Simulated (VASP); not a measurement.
# YMn2 (F-43m) in VASP: single point with PBE

Aim: the single point of YMn2 with PBE.

All numbers are computed with VASP 6.6.1; they aren't measurements. Logs are shortened: lines on timing, memory, paths and dates and some standing lists are left out, and cuts for length are marked.

## (1) The cell of the first run

Symmetry: F-43m, No. 216, cubic system. The conventional cell has a = 6.446 Å, b = 6.446 Å, c = 6.446 Å, α = 90.00°, β = 90.00°, γ = 90.00°. Y (site symmetry -43m) has 10 Mn at 2.79 to 3.22 Å within 3.7 Å. Within 3.7 Å of Mn (site symmetry -43m) lie 4 Mn at 2.79 Å and 6 Y at 3.22 Å. Mn (site symmetry -43m) has 4 Y at 2.79 Å and 4 Mn at 2.79 Å within 3.7 Å.

## (2) Single point, PBE, collinear spin, ferromagnetic start

Contents of INCAR:

```
ALGO = Normal
EDIFF = 1E-7
ENCUT = 520
GGA = PE
ISIF = 2
ISMEAR = 0
ISPIN = 2
LASPH = T
LCHARG = F
LMAXMIX = 4
LORBIT = 11
LREAL = F
LWAVE = F
MAGMOM = 0 4 4
NBANDS = 30
NELM = 150
PREC = Accurate
SIGMA = 0.1
```

Contents of KPOINTS:

```
k-points
0
Gamma
  12 12 12
```

Contents of POSCAR:

```
YMn2
1.0
    0.0000000000      3.2230736535      3.2230736535
    3.2230736535      0.0000000000      3.2230736535
    3.2230736535      3.2230736535      0.0000000000
Y Mn
1 2
Direct
    0.0000000000      0.0000000000      0.0000000000
    0.5000000000      0.5000000000      0.5000000000
    0.7500000000      0.7500000000      0.7500000000
```

Potentials or basis: VASP PAW PBE potentials, release 64 (Y_sv, Mn_pv).

Run with:

```console
$ cat potpaw_PBE.64/Y_sv/POTCAR potpaw_PBE.64/Mn_pv/POTCAR > POTCAR
$ mpirun -np 1 vasp_std > vasp.out
```

OUTCAR:

```text
EDIFF = 1E-7
   ENCUT = 520
   GGA = PE
   ISIF = 2
   ISMEAR = 0
   ISPIN = 2
   LASPH = T
   LORBIT = 11
   LREAL = F
   NELM = 150
   PREC = Accurate

 ion  position               nearest neighbor table
   1  0.000  0.000  0.000-   3 2.79   3 2.79   3 2.79   3 2.79   2 3.22   2 3.22   2 3.22   2 3.22
                             2 3.22   2 3.22
   2  0.500  0.500  0.500-   3 2.79   3 2.79   3 2.79   3 2.79   1 3.22   1 3.22   1 3.22   1 3.22
                             1 3.22   1 3.22
   3  0.750  0.750  0.750-   2 2.79   2 2.79   2 2.79   1 2.79   2 2.79   1 2.79   1 2.79   1 2.79

  LATTYP: Found a face centered cubic cell.
 ALAT       =     6.4461473070

  Lattice vectors:

 A1 = (   0.0000000000,   3.2230736535,   3.2230736535)
 A2 = (   3.2230736535,   0.0000000000,   3.2230736535)
 A3 = (   3.2230736535,   3.2230736535,   0.0000000000)

Analysis of symmetry for initial positions (statically):
=====================================================================
 Subroutine PRICEL returns:
 Original cell was already a primitive cell.

 Routine SETGRP: Setting up the symmetry group for a
 face centered cubic supercell.

 Subroutine GETGRP returns: Found 24 space group operations
 (whereof 24 operations were pure point group operations)
 out of a pool of 48 trial point group operations.

The static configuration has the point symmetry T_d .

Analysis of symmetry for dynamics (positions and initial velocities):
=====================================================================
 Subroutine PRICEL returns:
 Original cell was already a primitive cell.

 Routine SETGRP: Setting up the symmetry group for a
 face centered cubic supercell.

 Subroutine GETGRP returns: Found 24 space group operations
 (whereof 24 operations were pure point group operations)
 out of a pool of 48 trial point group operations.

The dynamic configuration has the point symmetry T_d .

Analysis of structural, dynamic, and magnetic symmetry:
=====================================================================
 Subroutine PRICEL returns:
 Original cell was already a primitive cell.

 Routine SETGRP: Setting up the symmetry group for a
 face centered cubic supercell.

 Subroutine GETGRP returns: Found 24 space group operations
 (whereof 24 operations were pure point group operations)
 out of a pool of 48 trial point group operations.

The overall configuration has the point symmetry T_d .

 Subroutine INISYM returns: Found 24 space group operations
 (whereof 24 operations are pure point group operations),
 and found     1 'primitive' translations

----------------------------------------------------------------------------------------

                                     Primitive cell

  volume of cell :      66.9639

  direct lattice vectors                    reciprocal lattice vectors
     0.000000000  3.223073654  3.223073654    -0.155131422  0.155131422  0.155131422
     3.223073654  0.000000000  3.223073654     0.155131422 -0.155131422  0.155131422
     3.223073654  3.223073654  0.000000000     0.155131422  0.155131422 -0.155131422

  length of vectors
     4.558114473  4.558114473  4.558114473     0.268695505  0.268695505  0.268695505

  position of ions in fractional coordinates (direct lattice)
     0.000000000  0.000000000  0.000000000
     0.500000000  0.500000000  0.500000000
     0.750000000  0.750000000  0.750000000

  ion indices of the primitive-cell ions
   primitive index   ion index
                 1           1
                 2           2
                 3           3

----------------------------------------------------------------------------------------

 KPOINTS: k-points

Automatic generation of k-mesh.
 Grid dimensions read from file:
 generate k-points for:   12   12   12

 Generating k-lattice:

  Cartesian coordinates                     Fractional coordinates (reciprocal lattice)
    -0.012927619  0.012927619  0.012927619     0.083333333  0.000000000  0.000000000
     0.012927619 -0.012927619  0.012927619     0.000000000  0.083333333  0.000000000
     0.012927619  0.012927619 -0.012927619     0.000000000  0.000000000  0.083333333

  Length of vectors
     0.022391292  0.022391292  0.022391292

  Shift w.r.t. Gamma in fractional coordinates (k-lattice)
     0.000000000  0.000000000  0.000000000

 Subroutine IBZKPT returns following result:
 ===========================================

 Found     72 irreducible k-points:

 Following reciprocal coordinates:
            Coordinates               Weight
  0.000000  0.000000  0.000000      1.000000
  0.083333  0.000000  0.000000      8.000000
  0.166667  0.000000  0.000000      8.000000
  0.250000  0.000000  0.000000      8.000000
  0.333333  0.000000  0.000000      8.000000
  0.416667  0.000000  0.000000      8.000000
[... 16 lines left out ...]
  0.500000  0.166667  0.000000     24.000000
 -0.416667  0.166667  0.000000     24.000000
 [... further k-points ...]
   k-points           NKPTS =     72   k-points in BZ     NKDIM =     72   number of bands    NBANDS=     30
   number of dos      NEDOS =    301   number of ions     NIONS =      3
   total plane-waves  NPLWV =  46656
   dimension x,y,z NGX =    36 NGY =   36 NGZ =   36
   dimension x,y,z NGXF=    72 NGYF=   72 NGZF=   72
   ions per type =               1   2
   NGX,Y,Z   is equivalent  to a cutoff of  13.13, 13.13, 13.13 a.u.
   NGXF,Y,Z  is equivalent  to a cutoff of  26.26, 26.26, 26.26 a.u.
 SYSTEM =  unknown system
   PREC   = accura    normal or accurate (medium, high low for compatibility)
   ISTART =      0    job   : 0-new  1-cont  2-samecut
   ICHARG =      2    charge: 1-file 2-atom 10-const
   ISPIN  =      2    spin polarized calculation?
   LNONCOLLINEAR =      F non collinear calculations
   LSORBIT =      F    spin-orbit coupling
   LASPH  =      T    aspherical Exc in radial PAW
   ENCUT  =  520.0 eV  38.22 Ry    6.18 a.u.   8.48  8.48  8.48*2*pi/ulx,y,z
   NELM   =    150;   NELMIN=  2; NELMDL= -5     # of ELM steps
   EDIFF  = 0.1E-06   stopping-criterion for ELM
   LREAL  =      F    real-space projection
   EDIFFG = 0.1E-05   stopping-criterion for IOM
   NSW    =      0    number of steps for IOM
   IBRION =     -1    ionic relax: 0-MD 1-quasi-New 2-CG
   NFREE  =      0    steps in history (QN), initial steepest desc. (CG)
   ISIF   =      2    stress and relaxation
   ISYM   =      2    0-nonsym 1-usesym 2-fastsym
   POTIM  = 0.5000    time-step for ionic-motion
   TEBEG  =    0.0;   TEEND  =   0.0 temperature during run
   PSTRESS=    0.0 pullay stress
   NELECT =      37.0000    total number of electrons
   NUPDOWN=      -1.0000    fix difference up-down
   EMIN   =  10.00;   EMAX   =-10.00  energy-range for DOS
   EFERMI =   0.00;   METHOD = LEGACY
   ISMEAR =     0;   SIGMA  =   0.10  broadening in eV -4-tet -1-fermi 0-gaus
   EFERMI_NEDOS =   21; number of points for ismear=-14 and -15
   IALGO  =     38    algorithm
   IMIX   =      4    mixing-type and parameters
     AMIX     =   0.40;   BMIX     =  1.00
     AMIX_MAG =   1.60;   BMIX_MAG =  1.00
  volume/ion in A,a.u.               =      22.32       150.63
  Fermi-wavevector in a.u.,A,eV,Ry     =   1.343369  2.538598 24.553605  1.804639
  Thomas-Fermi vector in A             =   2.471448
   LORBIT       =     11    0 simple, 1 ext, 2 COOP (PROOUT), +10 PAW based schemes
   GGA     = PE    functional components
   LHFCALC =     F    Hartree Fock is set to
   AEXX    =    0.0000 exact exchange contribution
   IVDW    =     0    specifies the selected vdW correction
   LEPSILON=     F    determine dielectric tensor
   LRPA    =     F    only Hartree local field effects (RPA)
 spin polarized calculation
 Gauss-broadening in eV      SIGMA  =   0.10
  energy-cutoff  :      520.00
  volume of cell :       66.96
 maximum number of plane-waves:      1828
 NGX is ok and might be reduce to    36
   NGX = 17   NGY = 17   NGZ = 17

 number of electron      37.0000004 magnetization       6.5475902

 Free energy of the ion-electron system (eV)
  ---------------------------------------------------
  ext. energy  EPLUGINS =         0.00000000
  ---------------------------------------------------
  free energy    TOTEN  =       -22.17743241 eV

  energy without entropy =      -22.15180107  energy(sigma->0) =      -22.16461674

 E-fermi :   4.2512     XC(G=0): -10.2694

 val. band max:        4.2511323604   @ k =   0.3333   0.0000   0.0000
 cond. band min:       4.2520460571   @ k =   0.4167   0.2500   0.0833
 fundamental gap:      0.0009136967
 Fermi energy:         4.2512183749

 spin component 1

 k-point     1 :       0.0000    0.0000    0.0000
  band No.  band energies     occupation
      1     -45.2205      1.00000
      2     -45.2204      1.00000
      3     -45.2204      1.00000
      4     -44.8772      1.00000
      5     -44.8772      1.00000
      6     -44.8772      1.00000
[... 22 lines left out ...]
     29      10.1103      0.00000
     30      10.9949      0.00000

 k-point     2 :       0.0833    0.0000    0.0000
  band No.  band energies     occupation
      1     -45.2205      1.00000
      2     -45.2205      1.00000
      3     -45.2204      1.00000
      4     -44.8774      1.00000
      5     -44.8772      1.00000
      6     -44.8772      1.00000
[... 22 lines left out ...]
     29      10.4243      0.00000
     30      11.2160      0.00000

 k-point     3 :       0.1667    0.0000    0.0000
  band No.  band energies     occupation
      1     -45.2207      1.00000
      2     -45.2207      1.00000
      3     -45.2204      1.00000
      4     -44.8777      1.00000
      5     -44.8770      1.00000
      6     -44.8770      1.00000
[... 682 lines left out ...]
     29      10.4728      0.00000
     30      11.3532      0.00000

 k-point    24 :      -0.4167    0.1667    0.0000
  band No.  band energies     occupation
      1     -45.2226      1.00000
      2     -45.2218      1.00000
      3     -45.2190      1.00000
      4     -44.8795      1.00000
      5     -44.8761      1.00000
      6     -44.8760      1.00000
[... 22 lines left out ...]
     29      10.7881      0.00000
     30      11.1722      0.00000

 [... further k-points ...]

 spin component 2

 k-point     1 :       0.0000    0.0000    0.0000
  band No.  band energies     occupation
      1     -41.6052      1.00000
      2     -41.6052      1.00000
      3     -41.6052      1.00000
      4     -41.4337      1.00000
      5     -41.4337      1.00000
      6     -41.4337      1.00000
[... 22 lines left out ...]
     29      11.0969      0.00000
     30      11.2030      0.00000

 k-point     2 :       0.0833    0.0000    0.0000
  band No.  band energies     occupation
      1     -41.6054      1.00000
      2     -41.6054      1.00000
      3     -41.6053      1.00000
      4     -41.4339      1.00000
      5     -41.4335      1.00000
      6     -41.4335      1.00000
[... 22 lines left out ...]
     29      11.3374      0.00000
     30      11.4426      0.00000

 k-point     3 :       0.1667    0.0000    0.0000
  band No.  band energies     occupation
      1     -41.6060      1.00000
      2     -41.6060      1.00000
      3     -41.6054      1.00000
      4     -41.4344      1.00000
      5     -41.4330      1.00000
      6     -41.4330      1.00000
[... 682 lines left out ...]
     29      10.9817      0.00000
     30      12.1404      0.00000

 k-point    24 :      -0.4167    0.1667    0.0000
  band No.  band energies     occupation
      1     -41.6129      1.00000
      2     -41.6089      1.00000
      3     -41.6019      1.00000
      4     -41.4384      1.00000
      5     -41.4302      1.00000
      6     -41.4287      1.00000
[... 22 lines left out ...]
     29      11.2234      0.00000
     30      12.0233      0.00000

 [... further k-points ...]

------------------------ aborting loop because EDIFF is reached ----------------------------------------

  FORCE on cell =-STRESS in cart. coord.  units (eV):
  Direction    XX          YY          ZZ          XY          YZ          ZX
  --------------------------------------------------------------------------------------
  -------------------------------------------------------------------------------------
  Total       -0.0102160     -0.0102160     -0.0102160      0.0000000     -0.0000000      0.0000000
  in kB       -0.2444271     -0.2444271     -0.2444271      0.0000000     -0.0000000      0.0000000
  external PRESSURE =      -0.2444271 kB  Pullay stress =       0.0000000 kB

 VOLUME and BASIS-vectors are now :
 -----------------------------------------------------------------------------
  energy-cutoff  :      520.00
  volume of cell :       66.96
      direct lattice vectors                 reciprocal lattice vectors
     0.000000000  3.223073654  3.223073654    -0.155131422  0.155131422  0.155131422
     3.223073654  0.000000000  3.223073654     0.155131422 -0.155131422  0.155131422
     3.223073654  3.223073654  0.000000000     0.155131422  0.155131422 -0.155131422

 POSITION                                       TOTAL-FORCE (eV/Angst)
 -----------------------------------------------------------------------------------
      0.00000      0.00000      0.00000         0.000000      0.000000      0.000000
      3.22307      3.22307      3.22307        -0.000000     -0.000000     -0.000000
      4.83461      4.83461      4.83461        -0.000000     -0.000000      0.000000
 -----------------------------------------------------------------------------------
    total drift:                               -0.000000     -0.000000     -0.000000

  FREE ENERGIE OF THE ION-ELECTRON SYSTEM (eV)
  ---------------------------------------------------
  free  energy   TOTEN  =       -22.1774324067 eV

  energy  without entropy=      -22.1518010662  energy(sigma->0) =      -22.16461674

 total charge

# of ion       s       p       d       f       tot
--------------------------------------------------
    1        2.275   6.271   1.064   0.032   9.642
    2        0.358   6.145   4.958   0.000  11.461
    3        0.422   6.158   5.086   0.000  11.666
--------------------------------------------------
tot          3.055  18.574  11.109   0.032  32.769

 magnetization (x)

# of ion       s       p       d       f       tot
--------------------------------------------------
    1       -0.047   0.036  -0.250   0.010  -0.251
    2        0.034  -0.004   3.546   0.000   3.577
    3        0.012   0.014   3.124   0.000   3.150
--------------------------------------------------
tot         -0.001   0.047   6.420   0.010   6.476
```

Wall time 9.1 min (1 thread of Intel Xeon Platinum 8375C at 2.90GHz (Ice Lake), shared host); peak memory 0.41 GiB.

Results:

```yaml
Free_energy: -22.1774 eV
Pressure: 0.0 GPa
Net_moment: 6.55 μB per cell
Site_moments: Y -0.25; Mn +3.58, +3.15 μB
Valence_electrons_inside_the_program's_atomic_spheres: Y 9.64; Mn 11.46, 11.67
```
